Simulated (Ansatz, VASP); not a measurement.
**One calculation of Ni, two programs**

The input INCAR:

```
SYSTEM = Ni
  PREC = Accurate
  ENCUT = 520
  EDIFF = 1E-6
  ISMEAR = 0
  SIGMA = 0.15
  LREAL = .FALSE.
  LASPH = .TRUE.
  NELM = 150
  ALGO = Normal
  ISIF = 2
  LWAVE = .FALSE.
  LCHARG = .FALSE.
  ISPIN = 2
  MAGMOM = 0.6
  LORBIT = 11
  LMAXMIX = 4
  GGA = PS
  NBANDS = 15
```

KPOINTS

```
Automatic mesh
0
G
  30 30 30
  0 0 0
```

POSCAR

```
Ni
1.0
   -1.2397840028      1.2397840028      1.3775377809
    1.2397840028     -1.2397840028      1.3775377809
    1.2397840028      1.2397840028     -1.3775377809
Ni
1
Direct
    0.0000000000      0.0000000000      0.0000000000
```

Input for Ansatz:

```yaml
crystal:
  lattice:
    - [-1.2397840028, 1.2397840028, 1.3775377809]
    - [1.2397840028, -1.2397840028, 1.3775377809]
    - [1.2397840028, 1.2397840028, -1.3775377809]
  atoms:
    - { symbol: Ni, position: [0.0, 0.0, 0.0], spin: 0.6 }
basis:
  ecutwfc: 420
kpoints:
  mp_grid: { grid: [30, 30, 30] }
hamiltonian:
  xc: pbesol
scf:
  occupations: { method: gaussian, width: 0.15 }
output:
  forces: true
  stress: true
  eigenvalues: true
  populations: true
magnetization:
  spin_polarized: true
```

Change from the starting cell: strain -0.1000 x Voigt [1, 1, 0, 0, 0, 0], atoms carried along.

Alike in both runs: task single point; functional PBEsol; k mesh 30 × 30 × 30; occupations gaussian, width 0.15 eV; collinear spin.

|  | VASP | Ansatz |
| --- | --- | --- |
| version | VASP 6.6.1 | Ansatz 0.2.0 |
| potentials or method | VASP PAW PBE potentials, release 64 (Ni), cutoff 520 eV | scalar-relativistic, plane waves, PAW |
| valence electrons in the cell | 10 | 18 |

```csv
,VASP,Ansatz,Ansatz less VASP
gap on the k mesh at the Fermi level (eV),none,none,-
pressure (GPa),75.9,76.6,+0.71
"traceless stress, the component that is largest in VASP (GPa)",5.01,5.22,+0.204
net moment per atom (μB),0.00,0.00,-0.003
```

VASP's potentials were made for PBE, not for PBEsol. A gap of «none» marks a metal or a gap that the smearing closes. Both programs put the cell under a high pressure, so it lies far from rest at this level. VASP's potentials hold 10 valence electrons a cell and Ansatz's 18, so a difference there can come from the potentials and not from the codes. Ansatz's warnings: look outside group, minimisation memory short, seeded moment not kept.

Noted on VASP's run: the cell as given lies far from equilibrium.
